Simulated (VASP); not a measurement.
# AlGa3N2 (P4/mmm) in VASP: a series of runs, part 2 of 2

VASP 6.6.1.

## (3) Single point, PBE, collinear spin, ferromagnetic start

This run uses another cell than the first one, of 16.72 Å³/atom.

Contents of INCAR:

```
ALGO     = Normal         # electronic algorithm
EDIFF    = 1E-6           # SCF threshold, eV
ENCUT    = 520            # plane-wave cutoff, eV
GGA      = PE             # functional
ISIF     = 2              # what is computed and relaxed
ISMEAR   = 0              # smearing method
ISPIN    = 2              # spin polarisation
LASPH    = T              # aspherical terms in the spheres
LCHARG   = F              # write CHGCAR
LORBIT   = 11             # projections on sites
LREAL    = F              # projectors in reciprocal space
LWAVE    = F              # write WAVECAR
MAGMOM   = 0 0 0 0 1 1    # initial moments
NBANDS   = 39             # bands
NELM     = 150            # most SCF steps
PREC     = Accurate       # precision mode
SIGMA    = 0.1            # smearing width, eV
```

Contents of KPOINTS:

```
k-points
0
Gamma
  4 4 4
```

Contents of POSCAR:

```
AlGa3N2
1.0
    4.4979842300      0.0000000000      0.0000000000
    0.0000000000      4.4979842300      0.0000000000
    0.0000000000      0.0000000000      4.9599222700
Al Ga N
1 3 2
Direct
    0.5000000000      0.5000000000      0.0000000000
    0.0000000000      0.0000000000      0.5000000000
    0.0000000000      0.5000000000      0.0000000000
    0.5000000000      0.0000000000      0.0000000000
    0.5000000000      0.5000000000      0.5000000000
    0.0000000000      0.0000000000      0.0000000000
```

Potentials or basis: VASP PAW PBE potentials, release 64 (Al, Ga_d, N).

The run is started by

```console
$ cat potpaw_PBE.64/Al/POTCAR potpaw_PBE.64/Ga_d/POTCAR potpaw_PBE.64/N/POTCAR > POTCAR
$ mpirun -np 1 vasp_std > vasp.out
```

OUTCAR:

```text
EDIFF = 1E-6
   ENCUT = 520
   GGA = PE
   ISIF = 2
   ISMEAR = 0
   ISPIN = 2
   LASPH = T
   LORBIT = 11
   LREAL = F
   NELM = 150
   PREC = Accurate

 ion  position               nearest neighbor table
   1  0.500  0.500  0.000-   3 2.25   4 2.25   4 2.25   3 2.25   5 2.48   5 2.48
   2  0.000  0.000  0.500-
   3  0.000  0.500  0.000-   1 2.25   6 2.25   6 2.25   1 2.25
   4  0.500  0.000  0.000-   1 2.25   6 2.25   1 2.25   6 2.25
   5  0.500  0.500  0.500-   1 2.48   1 2.48
   6  0.000  0.000  0.000-   3 2.25   4 2.25   3 2.25   4 2.25

  LATTYP: Found a simple tetragonal cell.
[... 1708 lines left out ...]
 -----------------------------------------------------------------------------------
      2.24899      2.24899      0.00000         0.000000      0.000000      0.000000
      0.00000      0.00000      2.47996         0.000000      0.000000      0.000000
      0.00000      2.24899      0.00000         0.000000      0.000000      0.000000
      2.24899      0.00000      0.00000         0.000000      0.000000      0.000000
      2.24899      2.24899      2.47996         0.000000      0.000000      0.000000
      0.00000      0.00000      0.00000         0.000000      0.000000      0.000000
 -----------------------------------------------------------------------------------
    total drift:                                0.000000     -0.000000     -0.000000

  FREE ENERGIE OF THE ION-ELECTRON SYSTEM (eV)
  ---------------------------------------------------
  free  energy   TOTEN  =       -21.4787727924 eV

  energy  without entropy=      -21.4706053300  energy(sigma->0) =      -21.47468906

 total charge

# of ion       s       p       d       tot
------------------------------------------
    1        0.483   0.440   0.000   0.923
    2        1.113   0.280   9.945  11.338
    3        1.077   0.667   9.997  11.742
    4        1.077   0.667   9.997  11.742
    5        1.328   2.030   0.000   3.358
    6        1.331   2.175   0.000   3.506
--------------------------------------------------
tot          6.409   6.259  29.940  42.608

 magnetization (x)

# of ion       s       p       d       tot
------------------------------------------
    1        0.009   0.010   0.000   0.019
    2        0.034  -0.014  -0.000   0.020
    3        0.008   0.012  -0.000   0.020
    4        0.008   0.012  -0.000   0.020
    5        0.012   0.532   0.000   0.544
    6        0.005  -0.036   0.000  -0.031
--------------------------------------------------
tot          0.076   0.516  -0.001   0.591
```

stdout:

```text
POSCAR found type information on POSCAR AlGaN
 POSCAR found :  3 types and       6 ions
 scaLAPACK will be used
 LDA part: xc-table for (Slater+PW92), standard interpolation
 POSCAR, INCAR and KPOINTS ok, starting setup
 FFT: planning ... GRIDC
 FFT: planning ... GRID_SOFT
 FFT: planning ... GRID
 WAVECAR not read
 entering main loop
```

It took 3.6 min on 1 thread of Intel Xeon 8259CL, shared host; peak memory 0.31 GiB.

What came out:

- Free energy: -21.4788 eV
- Pressure: 6.1 GPa
- Net moment: 0.77 μB per cell
- Site moments: Al +0.02; Ga +0.02; N +0.54, -0.03 μB
- Valence electrons inside the program's atomic spheres: Al 0.92; Ga 11.34, 11.74 (each value once); N 3.36, 3.51

Stress tensor (GPa, compression positive):
```
 17.45   0.00   0.00
  0.00  17.45   0.00
  0.00   0.00 -16.59
```

Caveat: the cell stands under pressure.

## (4) Single point, PBE, collinear spin, ferromagnetic start

This run uses another cell than the first one, of 18.88 Å³/atom.

Contents of INCAR:

```
SYSTEM = AlGa3N2
PREC = Accurate ; ENCUT = 520
EDIFF = 1E-6 ; ISMEAR = 0
SIGMA = 0.1 ; LREAL = .False.
LASPH = .True. ; NELM = 150
ALGO = Normal ; ISIF = 2
LWAVE = .False. ; LCHARG = .False.
ISPIN = 2 ; MAGMOM = 0 0 0 0 1 1
LORBIT = 11 ; GGA = PE
NBANDS = 39
```

Contents of KPOINTS:

```
Automatic mesh
0
Gamma
  4 4 4
  0 0 0
```

Edit POSCAR of step 3 so:

```diff
@@ -2,5 +2,5 @@
 1.0
-    4.4979842300      0.0000000000      0.0000000000
-    0.0000000000      4.4979842300      0.0000000000
-    0.0000000000      0.0000000000      4.9599222700
+    5.6265322360      0.0000000000      0.0000000000
+    0.0000000000      5.6265322360      0.0000000000
+    0.0000000000      0.0000000000      3.5776094006
 Al Ga N
```

The run is started by

```console
$ cat potpaw_PBE.64/Al/POTCAR potpaw_PBE.64/Ga_d/POTCAR potpaw_PBE.64/N/POTCAR > POTCAR
$ mpirun -np 1 vasp_std > vasp.out
```

Run time: 3.6 min. Hardware: 1 thread of Intel Xeon 8259CL, shared host; peak memory 0.31 GiB.

Results (log left out):

| Property | Result |
| --- | --- |
| Free energy | -25.8736 eV |
| Pressure | 0.0 GPa |
| Band gap on the k mesh | zero (filled and empty bands overlap) |
| Net moment | 0.00 μB per cell |
| Valence electrons inside the program's atomic spheres | Al 0.80; Ga 11.79, 11.43 (each value once); N 3.65, 3.66 |

Stress tensor (GPa, compression positive):
```
 0.19  0.00  0.00
 0.00  0.19  0.00
 0.00  0.00 -0.52
```

Levels at points of the mesh, in eV from the Fermi level:
Spin up:
```
           k point  band 22  band 23  band 24  band 25  band 26  band 27  band 28  band 29  band 30  band 31
(0.00, 0.00, 0.00)    -4.90    -4.15    -3.07    -3.07    -0.32     2.17     2.17     2.63     3.52     3.52
(0.50, 0.00, 0.00)    -4.15    -3.70    -2.05    -1.39    -0.78    -0.73     1.98     2.64     2.73     4.16
(0.50, 0.50, 0.00)    -2.64    -2.64    -2.50    -1.67    -0.86    -0.86     2.16     2.55     2.85     4.57
(0.00, 0.00, 0.50)    -3.19    -3.19    -2.14    -2.14    -0.43    -0.22    -0.22     0.07     1.53     1.53
(0.50, 0.00, 0.50)    -2.99    -2.59    -2.06    -1.53    -0.93    -0.66     0.97     1.26     1.45     2.62
(0.50, 0.50, 0.50)    -3.03    -3.03    -1.14    -1.14    -0.01    -0.01     0.37     1.52     3.17     3.54
```
Spin down:
```tsv
k point	band 22	band 23	band 24	band 25	band 26	band 27	band 28	band 29	band 30	band 31
(0.00, 0.00, 0.00)	-4.90	-4.15	-3.07	-3.07	-0.32	2.17	2.17	2.63	3.52	3.52
(0.50, 0.00, 0.00)	-4.15	-3.70	-2.05	-1.39	-0.78	-0.73	1.98	2.64	2.73	4.16
(0.50, 0.50, 0.00)	-2.64	-2.64	-2.50	-1.67	-0.86	-0.86	2.16	2.55	2.85	4.57
(0.00, 0.00, 0.50)	-3.19	-3.19	-2.14	-2.14	-0.43	-0.22	-0.22	0.07	1.53	1.53
(0.50, 0.00, 0.50)	-2.99	-2.59	-2.06	-1.53	-0.93	-0.66	0.97	1.26	1.45	2.62
(0.50, 0.50, 0.50)	-3.03	-3.03	-1.14	-1.14	-0.01	-0.01	0.37	1.52	3.17	3.54
```

Caveat: the k points lie up to 0.44 Å⁻¹ apart, too coarse for converged energies and pressures of a metal.

## (5) The runs side by side

```tsv
spin	cell	k mesh	gap on the mesh (eV)	pressure (GPa)	moment (μB)
off	a = 5.647, b = 5.647, c = 3.563 Å, 6 atoms	8 × 8 × 10	none	-0.1	-
collinear, ferromagnetic start	a = 4.498, b = 4.498, c = 4.960 Å, 6 atoms	4 × 4 × 4	none	6.1	0.77
collinear, ferromagnetic start	a = 5.627, b = 5.627, c = 3.578 Å, 6 atoms	4 × 4 × 4	none	0.0	0.00
```

Alike in all rows: task single point; level PBE; potentials or basis VASP PAW PBE potentials, release 64 (Al, Ga_d, N); cutoff (eV) 520; smearing gaussian 0.1 eV.

Caveats: some runs use coarse meshes; the cell stands under pressure (at least some runs).

Total energies depend on the potentials used, so only differences within one code and one set of settings carry meaning.
